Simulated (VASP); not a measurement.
Wanted: the native input for a VASP 6.6.1 run.

```
Task                   : single point
Functional             : PBE
Potentials or basis    : VASP PAW PBE potentials, release 64 (Li_sv, H)
Cutoff                 : 520 eV
k mesh                 : 6 × 6 × 4
Occupations            : gaussian, width 0.1 eV
Spin                   : no spin polarisation
Dipole correction      : no
Further INCAR settings : ALGO = Normal; EDIFF = 1e-06; NBANDS = 12
```

The structure of LiH lies in POSCAR:

```
LiH
1.0
    2.5069887989      0.0000000000      0.0000000000
    0.0000000000      2.5069887989      0.0000000000
    0.0000000000      0.0000000000      5.0139775979
Li H
2 2
Direct
    0.5000000000      0.5000000000      0.2500000000
    0.5000000000      0.5000000000      0.7500000000
    0.0000000000      1.0000000000      0.5000000000
    0.0000000000      1.0000000000      0.0000000000
```

One way to write it, as run:

INCAR

```
PREC     = Accurate       # precision mode
ENCUT    = 520            # plane-wave cutoff, eV
EDIFF    = 1E-6           # SCF threshold, eV
ISMEAR   = 0              # smearing method
SIGMA    = 0.1            # smearing width, eV
LREAL    = F              # projectors in reciprocal space
LASPH    = T              # aspherical terms in the spheres
NELM     = 60             # most SCF steps
ALGO     = Normal         # electronic algorithm
ISIF     = 2              # what is computed and relaxed
LWAVE    = F              # write WAVECAR
LCHARG   = T              # write CHGCAR
GGA      = PE             # functional
LELF     = T              # ELF
LVHAR    = T            
NBANDS   = 12             # bands
```

KPOINTS

```
regular mesh
0
Gamma
  6 6 4
```

Potentials or basis: VASP PAW PBE potentials, release 64 (Li_sv, H).

Command:

```console
$ cat potpaw_PBE.64/Li_sv/POTCAR potpaw_PBE.64/H/POTCAR > POTCAR
$ mpirun -np 1 vasp_std > vasp.out
```

It gave:

The band gap on the k mesh is 0.72 eV.

Run time: 4.2 s on 1 thread of Intel(R) Xeon(R) 6975P-C (Granite Rapids), with other jobs on the host, peak memory 0.14 GiB.
